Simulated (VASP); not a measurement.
# Co in VASP: further runs

Co is run at these levels: PBE+D3(BJ); tasks: single point.

All numbers are computed with VASP 6.6.1; they aren't measurements. Logs are shortened: lines on timing, memory, paths and dates and some standing lists are left out, and cuts for length are marked.

### Step 1. The cell of the first run

It takes space group P6_3/mmc (No. 194, hexagonal). Conventional cell: a = 2.469 Å, b = 2.469 Å, c = 3.992 Å, α = 90.00°, β = 90.00°, γ = 120.00°. Within 3.2 Å of Co (site symmetry -6m2) lie 12 Co at 2.45 to 2.47 Å.

### Step 2. Single point, PBE+D3(BJ), collinear spin, ferromagnetic start

The input, INCAR:

```
ALGO = Fast
EDIFF = 1E-7
ENCUT = 520
GGA = PE
ISIF = 2
ISMEAR = 0
ISPIN = 2
IVDW = 12
LASPH = T
LCHARG = F
LMAXMIX = 4
LORBIT = 11
LREAL = F
LWAVE = F
MAGMOM = 1.84 1.84
NBANDS = 20
NELM = 150
PREC = Accurate
SIGMA = 0.1
```

The input, KPOINTS:

```
k-points
0
Gamma
  21 21 10
```

The input, POSCAR:

```
Co
1.0
    2.4689347438      0.0000000029      0.0000000000
   -1.2344673744      2.1381602070      0.0000000000
    0.0000000000      0.0000000000      3.9920614292
Co
2
Direct
    0.6666666667      0.3333333333      0.2499996265
    0.3333333333      0.6666666667      0.7500003735
```

Potentials or basis: VASP PAW PBE potentials, release 64 (Co).

The run is started by

```console
> cat potpaw_PBE.64/Co/POTCAR > POTCAR
> mpirun -np 1 vasp_std > vasp.out
```

OUTCAR:

```text
EDIFF = 1E-7
   ENCUT = 520
   GGA = PE
   ISIF = 2
   ISMEAR = 0
   ISPIN = 2
   IVDW = 12
   LASPH = T
   LORBIT = 11
   LREAL = F
   NELM = 150
   PREC = Accurate
 IVDW          = 12

 ion  position               nearest neighbor table
   1  0.667  0.333  0.250-   2 2.45   2 2.45   2 2.45   2 2.45   2 2.45   2 2.45
   2  0.333  0.667  0.750-   1 2.45   1 2.45   1 2.45   1 2.45   1 2.45   1 2.45

  LATTYP: Found a hexagonal cell.
 ALAT       =     2.4689347438
 C/A-ratio  =     1.6169165423

  Lattice vectors:

 A1 = (   2.4689347438,   0.0000000029,   0.0000000000)
 A2 = (  -1.2344673744,   2.1381602070,   0.0000000000)
 A3 = (   0.0000000000,   0.0000000000,   3.9920614292)

Analysis of symmetry for initial positions (statically):
=====================================================================
 Subroutine PRICEL returns:
 Original cell was already a primitive cell.

 Routine SETGRP: Setting up the symmetry group for a
 hexagonal supercell.

 Subroutine GETGRP returns: Found 24 space group operations
 (whereof 12 operations were pure point group operations)
 out of a pool of 24 trial point group operations.

The static configuration has the point symmetry D_3d.
 The point group associated with its full space group is D_6h.

Analysis of symmetry for dynamics (positions and initial velocities):
=====================================================================
 Subroutine PRICEL returns:
 Original cell was already a primitive cell.

 Routine SETGRP: Setting up the symmetry group for a
 hexagonal supercell.

 Subroutine GETGRP returns: Found 24 space group operations
 (whereof 12 operations were pure point group operations)
 out of a pool of 24 trial point group operations.

The dynamic configuration has the point symmetry D_3d.
 The point group associated with its full space group is D_6h.

Analysis of structural, dynamic, and magnetic symmetry:
=====================================================================
 Subroutine PRICEL returns:
 Original cell was already a primitive cell.

 Routine SETGRP: Setting up the symmetry group for a
 hexagonal supercell.

 Subroutine GETGRP returns: Found 24 space group operations
 (whereof 12 operations were pure point group operations)
 out of a pool of 24 trial point group operations.

The overall configuration has the point symmetry D_3d.
 The point group associated with its full space group is D_6h.

 Subroutine INISYM returns: Found 24 space group operations
 (whereof 12 operations are pure point group operations),
 and found     1 'primitive' translations

----------------------------------------------------------------------------------------

                                     Primitive cell

  volume of cell :      21.0740

  direct lattice vectors                    reciprocal lattice vectors
     2.468934744  0.000000003  0.000000000     0.405032981  0.233845901  0.000000000
    -1.234467374  2.138160207  0.000000000    -0.000000001  0.467691802  0.000000000
     0.000000000  0.000000000  3.992061429     0.000000000  0.000000000  0.250497147

  length of vectors
     2.468934744  2.468934744  3.992061429     0.467691802  0.467691802  0.250497147

  position of ions in fractional coordinates (direct lattice)
     0.666666667  0.333333333  0.249999626
     0.333333333  0.666666667  0.750000374

  ion indices of the primitive-cell ions
   primitive index   ion index
                 1           1
                 2           2

----------------------------------------------------------------------------------------

 KPOINTS: k-points

Automatic generation of k-mesh.
 Grid dimensions read from file:
 generate k-points for:   21   21   10

 Generating k-lattice:

  Cartesian coordinates                     Fractional coordinates (reciprocal lattice)
     0.019287285  0.011135519  0.000000000     0.047619048  0.000000000  0.000000000
    -0.000000000  0.022271038  0.000000000     0.000000000  0.047619048  0.000000000
     0.000000000  0.000000000  0.025049715     0.000000000  0.000000000  0.100000000

  Length of vectors
     0.022271038  0.022271038  0.025049715

  Shift w.r.t. Gamma in fractional coordinates (k-lattice)
     0.000000000  0.000000000  0.000000000

 Subroutine IBZKPT returns following result:
 ===========================================

 Found    288 irreducible k-points:

 Following reciprocal coordinates:
            Coordinates               Weight
  0.000000  0.000000  0.000000      1.000000
  0.047619  0.000000  0.000000      6.000000
  0.095238  0.000000  0.000000      6.000000
  0.142857  0.000000  0.000000      6.000000
  0.190476  0.000000  0.000000      6.000000
  0.238095  0.000000  0.000000      6.000000
[... 16 lines left out ...]
  0.142857  0.095238  0.000000     12.000000
  0.190476  0.095238  0.000000     12.000000
 [... further k-points ...]
   k-points           NKPTS =    288   k-points in BZ     NKDIM =    288   number of bands    NBANDS=     20
   number of dos      NEDOS =    301   number of ions     NIONS =      2
   total plane-waves  NPLWV =   9720
   dimension x,y,z NGX =    18 NGY =   18 NGZ =   30
   dimension x,y,z NGXF=    36 NGYF=   36 NGZF=   60
   ions per type =               2
   NGX,Y,Z   is equivalent  to a cutoff of  12.12, 12.12, 12.49 a.u.
   NGXF,Y,Z  is equivalent  to a cutoff of  24.24, 24.24, 24.99 a.u.
 SYSTEM =  unknown system
   PREC   = accura    normal or accurate (medium, high low for compatibility)
   ISTART =      0    job   : 0-new  1-cont  2-samecut
   ICHARG =      2    charge: 1-file 2-atom 10-const
   ISPIN  =      2    spin polarized calculation?
   LNONCOLLINEAR =      F non collinear calculations
   LSORBIT =      F    spin-orbit coupling
   LASPH  =      T    aspherical Exc in radial PAW
   ENCUT  =  520.0 eV  38.22 Ry    6.18 a.u.   4.59  4.59  7.42*2*pi/ulx,y,z
   NELM   =    150;   NELMIN=  2; NELMDL= -5     # of ELM steps
   EDIFF  = 0.1E-06   stopping-criterion for ELM
   LREAL  =      F    real-space projection
   EDIFFG = 0.1E-05   stopping-criterion for IOM
   NSW    =      0    number of steps for IOM
   IBRION =     -1    ionic relax: 0-MD 1-quasi-New 2-CG
   NFREE  =      0    steps in history (QN), initial steepest desc. (CG)
   ISIF   =      2    stress and relaxation
   ISYM   =      2    0-nonsym 1-usesym 2-fastsym
   POTIM  = 0.5000    time-step for ionic-motion
   TEBEG  =    0.0;   TEEND  =   0.0 temperature during run
   PSTRESS=    0.0 pullay stress
   NELECT =      18.0000    total number of electrons
   NUPDOWN=      -1.0000    fix difference up-down
   EMIN   =  10.00;   EMAX   =-10.00  energy-range for DOS
   EFERMI =   0.00;   METHOD = LEGACY
   ISMEAR =     0;   SIGMA  =   0.10  broadening in eV -4-tet -1-fermi 0-gaus
   EFERMI_NEDOS =   21; number of points for ismear=-14 and -15
   IALGO  =     68    algorithm
   IMIX   =      4    mixing-type and parameters
     AMIX     =   0.40;   BMIX     =  1.00
     AMIX_MAG =   1.60;   BMIX_MAG =  1.00
  volume/ion in A,a.u.               =      10.54        71.11
  Fermi-wavevector in a.u.,A,eV,Ry     =   1.553281  2.935275 32.826522  2.412681
  Thomas-Fermi vector in A             =   2.657534
   LORBIT       =     11    0 simple, 1 ext, 2 COOP (PROOUT), +10 PAW based schemes
   GGA     = PE    functional components
   LHFCALC =     F    Hartree Fock is set to
   AEXX    =    0.0000 exact exchange contribution
   IVDW    =    12    specifies the selected vdW correction
   LEPSILON=     F    determine dielectric tensor
   LRPA    =     F    only Hartree local field effects (RPA)
 spin polarized calculation
 RMM-DIIS sequential band-by-band and
 Gauss-broadening in eV      SIGMA  =   0.10
  energy-cutoff  :      520.00
  volume of cell :       21.07
 maximum number of plane-waves:       582
   NGX =  9   NGY =  9   NGZ = 15

 number of electron      17.9999983 magnetization       3.1441132

 Free energy of the ion-electron system (eV)
  ---------------------------------------------------
  ext. energy  EPLUGINS =         0.00000000
  ---------------------------------------------------
  free energy    TOTEN  =       -14.06456238 eV

  energy without entropy =      -14.05575683  energy(sigma->0) =      -14.06015961

 E-fermi :  10.6674     XC(G=0): -13.5769

 val. band max:       10.6654465113   @ k =   0.0952   0.0000   0.2000
 cond. band min:      10.6684720372   @ k =   0.1905   0.1429   0.2000
 fundamental gap:      0.0030255259
 Fermi energy:        10.6673755715

 spin component 1

 k-point     1 :       0.0000    0.0000    0.0000
  band No.  band energies     occupation
      1       1.5986      1.00000
      2       5.4153      1.00000
      3       8.0330      1.00000
      4       8.0535      1.00000
      5       8.0535      1.00000
      6       8.3812      1.00000
[... 12 lines left out ...]
     19      37.0790      0.00000
     20      37.0790      0.00000
[... 507 lines left out ...]
 k-point    24 :       0.1905    0.0952    0.0000
  band No.  band energies     occupation
      1       3.6923      1.00000
      2       6.3258      1.00000
      3       7.1095      1.00000
      4       7.2037      1.00000
      5       8.0808      1.00000
      6       8.1169      1.00000
[... 12 lines left out ...]
     19      36.2008      0.00000
     20      37.3555      0.00000

 [... further k-points ...]

 spin component 2

 k-point     1 :       0.0000    0.0000    0.0000
  band No.  band energies     occupation
      1       1.5921      1.00000
      2       6.3349      1.00000
      3       9.6294      1.00000
      4       9.6524      1.00000
      5       9.6524      1.00000
      6      10.0340      1.00000
[... 12 lines left out ...]
     19      37.3658      0.00000
     20      37.3658      0.00000
[... 507 lines left out ...]
 k-point    24 :       0.1905    0.0952    0.0000
  band No.  band energies     occupation
      1       3.7270      1.00000
      2       7.4387      1.00000
      3       8.2121      1.00000
      4       8.5682      1.00000
      5       9.6089      1.00000
      6       9.7264      1.00000
[... 12 lines left out ...]
     19      36.4049      0.00000
     20      37.7784      0.00000

 [... further k-points ...]

------------------------ aborting loop because EDIFF is reached ----------------------------------------

 Edisp (eV)   -0.85937

 E8    (eV) :    -0.3772

  FORCE on cell =-STRESS in cart. coord.  units (eV):
  Direction    XX          YY          ZZ          XY          YZ          ZX
  --------------------------------------------------------------------------------------
  -------------------------------------------------------------------------------------
  Total      -0.11208    -0.11208    -0.13276    -0.00000    -0.00000     0.00000
  in kB      -8.52066    -8.52066   -10.09315    -0.00000    -0.00000     0.00000
  external pressure =       -9.04 kB  Pullay stress =        0.00 kB

 VOLUME and BASIS-vectors are now :
 -----------------------------------------------------------------------------
  energy-cutoff  :      520.00
  volume of cell :       21.07
      direct lattice vectors                 reciprocal lattice vectors
     2.468934744  0.000000003  0.000000000     0.405032981  0.233845901  0.000000000
    -1.234467374  2.138160207  0.000000000    -0.000000001  0.467691802  0.000000000
     0.000000000  0.000000000  3.992061429     0.000000000  0.000000000  0.250497147

 POSITION                                       TOTAL-FORCE (eV/Angst)
 -----------------------------------------------------------------------------------
      1.23447      0.71272      0.99801         0.000000     -0.000000      0.000000
     -0.00000      1.42544      2.99405        -0.000000      0.000000      0.000000
 -----------------------------------------------------------------------------------
    total drift:                                0.000000     -0.000000      0.000001

  FREE ENERGIE OF THE ION-ELECTRON SYSTEM (eV)
  ---------------------------------------------------
  free  energy   TOTEN  =       -14.9239350648 eV

  energy  without entropy=      -14.9151295241  energy(sigma->0) =      -14.91953229

 total charge

# of ion       s       p       d       tot
------------------------------------------
    1        0.501   0.547   7.284   8.332
    2        0.501   0.547   7.284   8.332
--------------------------------------------------
tot          1.001   1.094  14.568  16.663

 magnetization (x)

# of ion       s       p       d       tot
------------------------------------------
    1       -0.016  -0.056   1.659   1.587
    2       -0.016  -0.056   1.659   1.587
--------------------------------------------------
tot         -0.031  -0.112   3.317   3.174
```

It took 1.8 min on 1 thread of Intel Xeon 6975P-C (Granite Rapids), shared host; peak memory 0.27 GiB.

What came out:

* Free energy: -14.9239 eV
* Pressure: -0.9 GPa
* Net moment: 3.14 μB per cell
* Site moments: Co +1.59 μB
* Valence electrons inside the program's atomic spheres: Co 8.33
* Dispersion energy per atom: -0.430 eV

### Step 3. Single point, PBE+D3(BJ), collinear spin, ferromagnetic start

This run uses another cell than the first one, of 10.89 Å³/atom.

The input, INCAR:

```
SYSTEM = Co
PREC = Accurate ; ENCUT = 520
EDIFF = 1E-6 ; ISMEAR = 0
SIGMA = 0.1 ; LREAL = .FALSE.
LASPH = .TRUE. ; NELM = 150
ALGO = Normal ; ISIF = 2
LWAVE = .FALSE. ; LCHARG = .FALSE.
ISPIN = 2 ; MAGMOM = 2 2
LORBIT = 11 ; LMAXMIX = 4
GGA = PE ; IVDW = 12
NBANDS = 20
```

The input, KPOINTS:

```
Automatic mesh
0
G
  9 9 4
  0 0 0
```

The input, POSCAR:

```
Co
1.0
    2.4873648700      0.0000000000      0.0000000000
   -1.2436824400      2.1541211700      0.0000000000
    0.0000000000      0.0000000000      4.0632895000
Co
2
Direct
    0.6666666700      0.3333333300      0.2598610000
    0.3333333300      0.6666666700      0.7401390000
```

Potentials or basis: VASP PAW PBE potentials, release 64 (Co).

The run is started by

```console
> cat potpaw_PBE.64/Co/POTCAR > POTCAR
> mpirun -np 1 vasp_std > vasp.out
```

Wall time 16 s (1 thread of Intel Xeon 6975P-C (Granite Rapids), shared host); peak memory 0.15 GiB.

The run converged. Its results:

```
Free energy                                           : -14.8723 eV
Pressure                                              : -7.0 GPa
Largest force                                         : 0.505 eV/Å
Net moment                                            : 3.19 μB per cell
Site moments                                          : Co +1.61 μB
Valence electrons inside the program's atomic spheres : Co 8.27
Dispersion energy per atom                            : -0.415 eV
```

Forces in eV/Å, atoms in the order of the input:
```
Co   0.000  0.000 -0.505
Co   0.000  0.000  0.505
```

Stress tensor (GPa, compression positive):
```
-7.31  0.00  0.00
 0.00 -7.31  0.00
 0.00  0.00 -6.33
```

Levels at points of the mesh, in eV from the Fermi level:
Spin up:
| k point | band 9 | band 10 | band 11 | band 12 | band 13 | band 14 |
| --- | --- | --- | --- | --- | --- | --- |
| (0.00, 0.00, 0.00) | -1.94 | -0.87 | -0.87 | -0.21 | 6.10 | 22.02 |
| (0.00, 0.00, 0.50) | -1.29 | -1.29 | -1.09 | -1.09 | 14.10 | 15.26 |
Spin down:
| k point | band 4 | band 5 | band 6 | band 7 | band 8 | band 9 | band 10 | band 11 |
| --- | --- | --- | --- | --- | --- | --- | --- | --- |
| (0.00, 0.00, 0.00) | -1.03 | -1.03 | -0.71 | -0.71 | -0.22 | -0.13 | -0.13 | 1.02 |
| (0.00, 0.00, 0.50) | -1.38 | -1.08 | -1.08 | -1.07 | -1.07 | 0.60 | 0.60 | 0.74 |

Caveat: the k points lie up to 0.39 Å⁻¹ apart.
